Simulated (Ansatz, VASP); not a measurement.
Two plane-wave programs on SrTiO3

File INCAR:

```
SYSTEM = SrTiO3
ALGO     = Normal         ! electronic algorithm
EDIFF    = 1E-6           ! SCF threshold, eV
ENCUT    = 520            ! plane-wave cutoff, eV
GGA      = PE             ! functional
ISIF     = 2              ! what is computed and relaxed
ISMEAR   = 0              ! smearing method
LASPH    = .TRUE.         ! aspherical terms in the spheres
LCHARG   = .TRUE.         ! write CHGCAR
LELF     = .TRUE.         ! ELF
LREAL    = .FALSE.        ! projectors in reciprocal space
LVHAR    = .TRUE.       
LWAVE    = .FALSE.        ! write WAVECAR
NBANDS   = 28             ! bands
NELM     = 80             ! most SCF steps
PREC     = Accurate       ! precision mode
SIGMA    = 0.05           ! smearing width, eV
```

Contents of KPOINTS:

```
k-points
0
G
  8 8 8
  0 0 0
```

POSCAR

```
SrTiO3
1.0
    3.9364094381      0.0000000000      0.0000000000
    0.0000000000      3.9364094381      0.0000000000
    0.0000000000      0.0000000000      3.9364094381
Sr Ti O
1 1 3
Direct
    0.0380222051      0.0000000000      0.0000000000
    0.4657828960      0.5000000000      0.5000000000
   -0.0298790482      0.5000000000      0.5000000000
    0.4620101068      0.0000000000      0.5000000000
    0.4620101068      0.5000000000      0.0000000000
```

Input for Ansatz:

```yaml
crystal:
  lattice:
    - [3.9364094381, 0.0, 0.0]
    - [0.0, 3.9364094381, 0.0]
    - [0.0, 0.0, 3.9364094381]
  atoms:
    - { symbol: Sr, position: [0.0380222051, 0.0, 0.0] }
    - { symbol: Ti, position: [0.465782896, 0.5, 0.5] }
    - { symbol: O, position: [-0.0298790482, 0.5, 0.5] }
    - { symbol: O, position: [0.4620101068, 0.0, 0.5] }
    - { symbol: O, position: [0.4620101068, 0.5, 0.0] }
basis:
  ecutwfc: 520.0
kpoints:
  mp_grid: { grid: [8, 8, 8] }
hamiltonian:
  xc: pbe
  pseudopotentials: { kind: paw, azcp: { folder: soft_1 } }
scf:
  occupations: { method: gaussian, width: 0.05 }
output:
  forces: true
  stress: true
  eigenvalues: true
```

Change from the starting cell: mode 1 frozen in at -0.058 Å and mode 7 at +0.173 Å (largest displacements).

Alike in both runs: task single point; functional PBE; k mesh 8 × 8 × 8; occupations gaussian, width 0.05 eV; no spin polarisation.

```csv
,VASP,Ansatz
version,VASP 6.6.1,Ansatz 0.2.0
potentials or method,"VASP PAW PBE potentials, release 64 (Sr_sv, Ti_sv, O), cutoff 520 eV","scalar-relativistic, plane waves, PAW"
valence electrons in the cell,40,40
```

|  | VASP | Ansatz | Ansatz less VASP |
| --- | --- | --- | --- |
| gap on the k mesh at the Fermi level (eV) | 1.76 | 1.79 | +0.033 |
| least direct gap on the mesh (eV) | 2.13 | 2.15 | +0.019 |
| pressure (GPa) | 2.7 | 2.0 | -0.67 |
| traceless stress, the component that is largest in VASP (GPa) | -0.19 | -0.18 | +0.011 |
| rms of the force components (eV/Å) | 0.344 | 0.330 | -0.0140 |

Atom by atom the forces differ by 0.016 eV/Å (rms over components).
